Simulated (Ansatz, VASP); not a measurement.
**C: VASP beside Ansatz**

File INCAR:

```
PREC = Accurate
ENCUT = 600
EDIFF = 1E-6
ISMEAR = 0
SIGMA = 0.15
LREAL = F
LASPH = T
NELM = 120
ALGO = Normal
ISIF = 2
LWAVE = F
LCHARG = F
GGA = PE
IVDW = 12
NBANDS = 16
GGA_COMPAT = F
```

The input KPOINTS:

```
regular mesh
0
Gamma
  24 24 2
```

Contents of POSCAR:

```
C
1.0
    2.6809787935      0.0000000000      0.0000000000
   -1.3404893967      2.3217957422      0.0000000000
    0.0000000000      0.0000000000     23.9222939139
C
4
Direct
    0.0000000000      0.0000000000      0.5711557753
    0.0000000000      0.0000000000      0.4288442247
    0.3333333333      0.6666666667      0.4288237756
    0.6666666667      0.3333333333      0.5711762244
```

Input for Ansatz:

```yaml
crystal:
  lattice:
    - [2.6809787935, 0.0, 0.0]
    - [-1.3404893967, 2.3217957422, 0.0]
    - [0.0, 0.0, 23.9222939139]
  atoms:
    - { symbol: C, position: [0.0, 0.0, 0.5711557753] }
    - { symbol: C, position: [0.0, 0.0, 0.4288442247] }
    - { symbol: C, position: [0.3333333333, 0.6666666667, 0.4288237756] }
    - { symbol: C, position: [0.6666666667, 0.3333333333, 0.5711762244] }
basis:
  ecutwfc: 420
kpoints:
  mp_grid: { grid: [24, 24, 2] }
hamiltonian:
  xc: pbe
  dispersion: d3bj
scf:
  occupations: { method: gaussian, width: 0.15 }
output:
  forces: true
  stress: true
  eigenvalues: true
```

Change from the starting cell: strain +0.0875 x Voigt [1, 1, 0, 0, 0, 0], atoms carried along.

Alike in both runs: task single point; functional PBE; dispersion D3(BJ); k mesh 24 × 24 × 2; occupations gaussian, width 0.15 eV; no spin polarisation.

|  | VASP | Ansatz |
| --- | --- | --- |
| version | VASP 6.6.1 | Ansatz 0.2.0 |
| potentials or method | VASP PAW PBE potentials, release 64 (C), cutoff 600 eV | scalar-relativistic, plane waves, PAW |
| valence electrons in the cell | 16 | 16 |

```csv
,VASP,Ansatz,Ansatz less VASP
gap on the k mesh at the Fermi level (eV),none,none,-
rms of the force components (eV/Å),0.007,0.008,+0.0001
```

Atom by atom the forces differ by 0.000 eV/Å (rms over components). A gap of «none» marks a metal or a gap that the smearing closes.
